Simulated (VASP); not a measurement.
# Ta in VASP: notebook

The runs below take Ta through single point, with PBE.

Everything below comes from runs of VASP 6.6.1. Logs are shortened: lines on timing, memory, paths and dates and some standing lists are left out, and cuts for length are marked.

## 1. The cell of the first run

The cell holds a slab with vacuum, 6 atoms: a = 4.695 Å, b = 4.695 Å, c = 20.791 Å, α = 90.00°, β = 90.00°, γ = 120.00°.

## 2. Single point, PBE

Contents of INCAR:

```
ALGO = Normal ; DIPOL = 0.5 0.5 0.500
EDIFF = 1E-6 ; ENCUT = 520
GGA = PE ; IDIPOL = 3
ISIF = 2 ; ISMEAR = -1
LASPH = True ; LCHARG = True
LDIPOL = True ; LELF = True
LREAL = False ; LVACPOTAV = True
LVHAR = True ; LWAVE = False
NBANDS = 42 ; NELM = 100
PREC = Accurate ; SIGMA = 0.08
```

Contents of KPOINTS:

```
k-points
0
Gamma
  9 9 1
```

Contents of POSCAR:

```
Ta
1.0
    4.6945593014      0.0000000000      0.0000000000
   -2.3472796507      4.0656076146      0.0000000000
    0.0000000000      0.0000000000     20.7914000000
Ta
6
Direct
    0.1666666665      0.3333333335      0.3847753271
    0.5000000005      0.9999999995      0.4308651962
    0.8333333335      0.6666666665      0.4769550653
    0.1666666665      0.3333333335      0.5230449343
    0.5000000005      0.9999999995      0.5691348038
    0.8333333335      0.6666666665      0.6152246729
```

Potentials or basis: VASP PAW PBE potentials, release 64 (Ta_pv).

The run is started by

```bash
$ cat potpaw_PBE.64/Ta_pv/POTCAR > POTCAR
$ mpirun -np 1 vasp_std > vasp.out
```

OUTCAR:

```text
EDIFF = 1E-6
   ENCUT = 520
   GGA = PE
   ISIF = 2
   ISMEAR = -1
   LASPH = True
   LREAL = False
   NELM = 100
   PREC = Accurate

 ion  position               nearest neighbor table
   1  0.167  0.333  0.385-   4 2.87   2 2.87   2 2.87   2 2.87   3 3.32   3 3.32   3 3.32
   2  0.500  1.000  0.431-   3 2.87   1 2.87   1 2.87   3 2.87   3 2.87   1 2.87   5 2.87   4 3.32
                             4 3.32   4 3.32
   3  0.833  0.667  0.477-   4 2.87   2 2.87   4 2.87   4 2.87   2 2.87   2 2.87   6 2.87   1 3.32
                             1 3.32   1 3.32   5 3.32   5 3.32   5 3.32
   4  0.167  0.333  0.523-   3 2.87   1 2.87   5 2.87   5 2.87   3 2.87   3 2.87   5 2.87   2 3.32
                             2 3.32   6 3.32   2 3.32   6 3.32   6 3.32
   5  0.500  1.000  0.569-   6 2.87   4 2.87   4 2.87   6 2.87   6 2.87   2 2.87   4 2.87   3 3.32
                             3 3.32   3 3.32
   6  0.833  0.667  0.615-   5 2.87   5 2.87   5 2.87   3 2.87   4 3.32   4 3.32   4 3.32

  LATTYP: Found a hexagonal cell.
 ALAT       =     4.6945593014
 C/A-ratio  =     4.4288289199

  Lattice vectors:

 A1 = (   4.6945593014,   0.0000000000,   0.0000000000)
 A2 = (  -2.3472796507,   4.0656076146,   0.0000000000)
 A3 = (   0.0000000000,   0.0000000000,  20.7914000000)

Analysis of symmetry for initial positions (statically):
=====================================================================
 Subroutine PRICEL returns:
 Original cell was already a primitive cell.

 Routine SETGRP: Setting up the symmetry group for a
 hexagonal supercell.

 Subroutine GETGRP returns: Found 12 space group operations
 (whereof  4 operations were pure point group operations)
 out of a pool of 24 trial point group operations.

The static configuration has the point symmetry C_2h.
 The point group associated with its full space group is D_3d.

Analysis of symmetry for dynamics (positions and initial velocities):
=====================================================================
 Subroutine PRICEL returns:
 Original cell was already a primitive cell.

 Routine SETGRP: Setting up the symmetry group for a
 hexagonal supercell.

 Subroutine GETGRP returns: Found 12 space group operations
 (whereof  4 operations were pure point group operations)
 out of a pool of 24 trial point group operations.

The dynamic configuration has the point symmetry C_2h.
[... 98 lines left out ...]
   NSW    =      0    number of steps for IOM
   IBRION =     -1    ionic relax: 0-MD 1-quasi-New 2-CG
   NFREE  =      0    steps in history (QN), initial steepest desc. (CG)
   ISIF   =      2    stress and relaxation
   ISYM   =      2    0-nonsym 1-usesym 2-fastsym
   POTIM  = 0.5000    time-step for ionic-motion
   TEBEG  =    0.0;   TEEND  =   0.0 temperature during run
   PSTRESS=    0.0 pullay stress
   NELECT =      66.0000    total number of electrons
   NUPDOWN=      -1.0000    fix difference up-down
   EMIN   =  10.00;   EMAX   =-10.00  energy-range for DOS
   EFERMI =   0.00;   METHOD = LEGACY
   ISMEAR =    -1;   SIGMA  =   0.08  broadening in eV -4-tet -1-fermi 0-gaus
   EFERMI_NEDOS =   21; number of points for ismear=-14 and -15
   IALGO  =     38    algorithm
   IMIX   =      4    mixing-type and parameters
     AMIX     =   0.40;   BMIX     =  1.00
     AMIX_MAG =   1.60;   BMIX_MAG =  1.00
  volume/ion in A,a.u.               =      66.14       446.32
  Fermi-wavevector in a.u.,A,eV,Ry     =   0.900302  1.701324 11.028112  0.810543
  Thomas-Fermi vector in A             =   2.023243
   LORBIT       =      0    0 simple, 1 ext, 2 COOP (PROOUT), +10 PAW based schemes
   GGA     = PE    functional components
   LHFCALC =     F    Hartree Fock is set to
   AEXX    =    0.0000 exact exchange contribution
   IVDW    =     0    specifies the selected vdW correction
   LEPSILON=     F    determine dielectric tensor
   LRPA    =     F    only Hartree local field effects (RPA)
 non-spin polarized calculation
  energy-cutoff  :      520.00
  volume of cell :      396.83
 maximum number of plane-waves:     10730
 NGX is ok and might be reduce to    36
   NGX = 17   NGY = 17   NGZ = 77

 number of electron      65.9999991 magnetization

 dipolmoment           0.000000      0.000000      0.000000 electrons x Angstroem

 Free energy of the ion-electron system (eV)
  ---------------------------------------------------
  ext. energy  EPLUGINS =         0.00000000
  ---------------------------------------------------
  free energy    TOTEN  =       -63.66305072 eV

  energy without entropy =      -63.47344117  energy(sigma->0) =      -63.56824594

 E-fermi :  -0.8416     XC(G=0):  -4.6514

 val. band max:       -0.8578294524   @ k =   0.1111   0.1111   0.0000
 cond. band min:      -0.8303428124   @ k =   0.0000   0.0000   0.0000
 fundamental gap:      0.0274866400
 Fermi energy:        -0.8416413434

 k-point     1 :       0.0000    0.0000    0.0000
  band No.  band energies     occupation
      1     -35.6111      2.00000
      2     -35.5746      2.00000
      3     -35.3450      2.00000
      4     -35.3450      2.00000
      5     -35.3378      2.00000
      6     -35.3378      2.00000
[... 529 lines left out ...]
     41       0.7820      0.00000
     42       0.7820      0.00000

------------------------ aborting loop because EDIFF is reached ----------------------------------------

  FORCE on cell =-STRESS in cart. coord.  units (eV):
  Direction    XX          YY          ZZ          XY          YZ          ZX
  --------------------------------------------------------------------------------------
  -------------------------------------------------------------------------------------
  Total      -10.0268128    -10.0268128    -11.8710624     -0.0000000     -0.0000000      0.0000000
  in kB      -40.4826994    -40.4826994    -47.9287548     -0.0000000     -0.0000000      0.0000000
  external PRESSURE =     -42.9647179 kB  Pullay stress =       0.0000000 kB

 VOLUME and BASIS-vectors are now :
 -----------------------------------------------------------------------------
  energy-cutoff  :      520.00
  volume of cell :      396.83
      direct lattice vectors                 reciprocal lattice vectors
     4.694559301  0.000000000  0.000000000     0.213012540  0.122982847  0.000000000
    -2.347279651  4.065607615  0.000000000     0.000000000  0.245965694  0.000000000
     0.000000000  0.000000000 20.791400000     0.000000000  0.000000000  0.048096809

 POSITION                                       TOTAL-FORCE (eV/Angst)
 -----------------------------------------------------------------------------------
     -0.00000      1.35520      8.00002        -0.000000     -0.000000      2.213974
      0.00000      4.06561      8.95829        -0.000000      0.000000      0.539065
      2.34728      2.71041      9.91656        -0.000000      0.000000     -0.337501
     -0.00000      1.35520     10.87484        -0.000000     -0.000000      0.337501
      0.00000      4.06561     11.83311         0.000000      0.000000     -0.539065
      2.34728      2.71041     12.79138        -0.000000      0.000000     -2.213974
 -----------------------------------------------------------------------------------
    total drift:                               -0.000001      0.000001      0.000009

  FREE ENERGIE OF THE ION-ELECTRON SYSTEM (eV)
  ---------------------------------------------------
  free  energy   TOTEN  =       -63.6630507177 eV

  energy  without entropy=      -63.4734411675  energy(sigma->0) =      -63.56824594

 vacuum level on the upper side and lower side of the slab         2.598         2.598
```

stdout:

```text
POSCAR found type information on POSCAR Ta
 POSCAR found :  1 types and       6 ions
 scaLAPACK will be used
 LDA part: xc-table for (Slater+PW92), standard interpolation
 POSCAR, INCAR and KPOINTS ok, starting setup
 FFT: planning ... GRIDC
 FFT: planning ... GRID_SOFT
 FFT: planning ... GRID
 WAVECAR not read
 entering main loop
 -----------------------------------------------------------------------------
|                                                                             |
|           W    W    AA    RRRRR   N    N  II  N    N   GGGG   !!!           |
|           W    W   A  A   R    R  NN   N  II  NN   N  G    G  !!!           |
|           W    W  A    A  R    R  N N  N  II  N N  N  G       !!!           |
|           W WW W  AAAAAA  RRRRR   N  N N  II  N  N N  G  GGG   !            |
|           WW  WW  A    A  R   R   N   NN  II  N   NN  G    G                |
|           W    W  A    A  R    R  N    N  II  N    N   GGGG   !!!           |
|                                                                             |
|     Did not find any points to average over, which means that no vacuum     |
|     field-free region was found. Please increase the size of  your cell     |
|     in the dimension of the dipole correction to obtain accurate            |
|     workfunction values.                                                    |
|                                                                             |
 -----------------------------------------------------------------------------
```

It took 8.6 min on 1 thread of Intel Xeon 6975P-C (Granite Rapids), shared host; peak memory 0.53 GiB.

Results:

- Free energy: -63.6631 eV
- Largest force: 2.214 eV/Å
- Band gap on the k mesh: zero (bands 33 and 34 overlap by 0.01 eV)

Forces on the atoms (eV/Å):
```
Ta   0.000  0.000  2.214
Ta   0.000  0.000  0.539
Ta   0.000  0.000 -0.338
Ta   0.000  0.000  0.338
Ta   0.000  0.000 -0.539
Ta   0.000  0.000 -2.214
```

Levels at points of the mesh, in eV from the Fermi level:
```
           k point  band 31  band 32  band 33  band 34  band 35  band 36
(0.00, 0.00, 0.00)    -0.86    -0.35    -0.35     0.01     0.01     0.05
```

Caveat: spin-orbit coupling is left out, which moves the levels of the heavy elements.

## 3. Single point, PBE

Contents of INCAR:

```
PREC = Accurate
ENCUT = 520
EDIFF = 1E-6
ISMEAR = -1
SIGMA = 0.08
LREAL = False
LASPH = True
NELM = 100
ALGO = Normal
ISIF = 2
LWAVE = False
LCHARG = True
LDIPOL = True
IDIPOL = 3
DIPOL = 0.5 0.5 0.500
GGA = PE
LELF = True
LVHAR = True
LVACPOTAV = True
NBANDS = 42
```

Contents of KPOINTS:

```
Automatic mesh
0
Gamma
  9 9 1
```

Contents of POSCAR:

```
Ta
1.0
    4.6945593014      0.0000000000      0.0000000000
   -2.3472796507      4.0656076146      0.0000000000
    0.0000000000      0.0000000000     20.7914000000
Ta
6
Direct
    0.1666666667      0.3333333333      0.3996627181
    0.5000000000      1.0000000000      0.4351072253
    0.8333333333      0.6666666667      0.4712357363
    0.1666666667      0.3333333333      0.5287642531
    0.5000000000      1.0000000000      0.5648927874
    0.8333333333      0.6666666667      0.6003372795
```

Potentials or basis: VASP PAW PBE potentials, release 64 (Ta_pv).

The run is started by

```bash
$ cat potpaw_PBE.64/Ta_pv/POTCAR > POTCAR
$ mpirun -np 1 vasp_std > vasp.out
```

Run time: 7.2 min. Hardware: 1 thread of Intel Xeon 6975P-C (Granite Rapids), shared host; peak memory 0.52 GiB.

It converged, with:

* Free energy: -64.5229 eV
* Largest force: 0.004 eV/Å
* Band gap on the k mesh: zero (bands 33 and 34 overlap by 0.11 eV)

Forces on the atoms (eV/Å):
```
Ta   0.000  0.000 -0.004
Ta   0.000  0.000 -0.001
Ta   0.000  0.000  0.002
Ta   0.000  0.000 -0.002
Ta   0.000  0.000  0.001
Ta   0.000  0.000  0.004
```

Levels at points of the mesh, in eV from the Fermi level:
| k point | band 30 | band 31 | band 32 | band 33 | band 34 | band 35 | band 36 | band 37 |
| --- | --- | --- | --- | --- | --- | --- | --- | --- |
| (0.00, 0.00, 0.00) | -0.98 | -0.75 | -0.31 | -0.31 | -0.02 | 0.13 | 0.40 | 0.40 |

Caveat: spin-orbit coupling is left out, which moves the levels of the heavy elements.

## 4. Single point, PBE

Contents of INCAR:

```
PREC     = Accurate       # precision mode
ENCUT    = 520            # plane-wave cutoff, eV
EDIFF    = 1E-6           # SCF threshold, eV
ISMEAR   = -1             # smearing method
SIGMA    = 0.08           # smearing width, eV
LREAL    = False          # projectors in reciprocal space
LASPH    = True           # aspherical terms in the spheres
NELM     = 60             # most SCF steps
ALGO     = Normal         # electronic algorithm
ISIF     = 2              # what is computed and relaxed
LWAVE    = False          # write WAVECAR
LCHARG   = False          # write CHGCAR
LDIPOL   = True         
IDIPOL   = 3            
DIPOL    = 0.5 0.5 0.500
GGA      = PE             # functional
NBANDS   = 42             # bands
EFIELD   = -0.3
```

KPOINTS is that of step 3.

POSCAR is that of step 3.

The run is started by

```bash
$ cat potpaw_PBE.64/Ta_pv/POTCAR > POTCAR
$ mpirun -np 1 vasp_std > vasp.out
```

Run time: 10 min. Hardware: 1 thread of Intel Xeon 6975P-C (Granite Rapids), shared host; peak memory 0.53 GiB.

Results (log left out):

| Quantity | Value |
| --- | --- |
| Free energy | -64.5600 eV |
| Largest force | 0.062 eV/Å |
| Band gap on the k mesh | zero (bands 33 and 34 overlap by 0.11 eV) |

Forces in eV/Å, atoms in the order of the input:
```
Ta   0.000  0.000  0.043
Ta   0.000  0.000 -0.032
Ta   0.000  0.000 -0.019
Ta   0.000  0.000 -0.026
Ta   0.000  0.000 -0.029
Ta   0.000  0.000  0.062
```

Levels at points of the mesh, in eV from the Fermi level:
| k point | band 30 | band 31 | band 32 | band 33 | band 34 | band 35 | band 36 | band 37 |
| --- | --- | --- | --- | --- | --- | --- | --- | --- |
| (0.00, 0.00, 0.00) | -0.98 | -0.76 | -0.31 | -0.31 | -0.04 | 0.14 | 0.40 | 0.40 |

Caveat: spin-orbit coupling is left out, which moves the levels of the heavy elements.

## 5. Summary

| cell | electric field (eV/Å) | gap on the mesh (eV) | largest force (eV/Å) |
| --- | --- | --- | --- |
| as given, atomic positions A | - | none | 2.21 |
| as given, atomic positions B | - | none | - |
| as given, atomic positions B | -0.3 eV/Å | none | 0.06 |

Alike in all rows: task single point; level PBE; potentials or basis VASP PAW PBE potentials, release 64 (Ta_pv); no spin polarisation; k mesh 9 × 9 × 1; cutoff (eV) 520; smearing fermi-dirac 0.08 eV.

Caveats: spin-orbit coupling is left out, which moves the levels of the heavy elements.

Total energies depend on the potentials used, so only differences within one code and one set of settings carry meaning.
